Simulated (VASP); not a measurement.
Here is a VASP 6.6.1 calculation.

The input INCAR:

```
SYSTEM = Sc
PREC = Accurate
ENCUT = 600
EDIFF = 1E-7
ISMEAR = 1
SIGMA = 0.05
LREAL = .False.
LASPH = .True.
NELM = 80
ALGO = Normal
ISIF = 3
LWAVE = .False.
LCHARG = .False.
IBRION = 2
NSW = 80
EDIFFG = -0.01
```

The input KPOINTS:

```
Automatic mesh
0
Gamma
  8 8 4
  0 0 0
```

File POSCAR:

```
Sc
1.0
    3.3090000000      0.0000000000      0.0000000000
   -1.6545000000      2.8656780611      0.0000000000
    0.0000000000      0.0000000000      5.2733000000
Sc
2
Direct
    0.3333333333      0.6666666667      0.2500000000
    0.6666666667      0.3333333333      0.7500000000
```

Potentials or basis: VASP PAW LDA potentials, release 64 (Sc_sv).

Command:

```sh
$ cat potpaw_LDA.64/Sc_sv/POTCAR > POTCAR
$ mpirun -np 1 vasp_std > vasp.out
```

Q: Estimate the relaxed volume.

A: 22.58 Å³/atom.

Q: Predict the relaxed cell.

A: a = 3.244 Å, b = 3.244 Å, c = 4.955 Å, α = 90.00°, β = 90.00°, γ = 120.00°.

Final structure:
```
CELL_PARAMETERS angstrom
3.24402 0.00000 0.00000
-1.62201 2.80941 0.00000
0.00000 0.00000 4.95528
ATOMIC_POSITIONS crystal
Sc 0.33333 0.66667 0.25000
Sc 0.66667 0.33333 0.75000
```

LDA usually gives volumes a few per cent too small. Zero-point motion and thermal expansion aren't in these numbers.
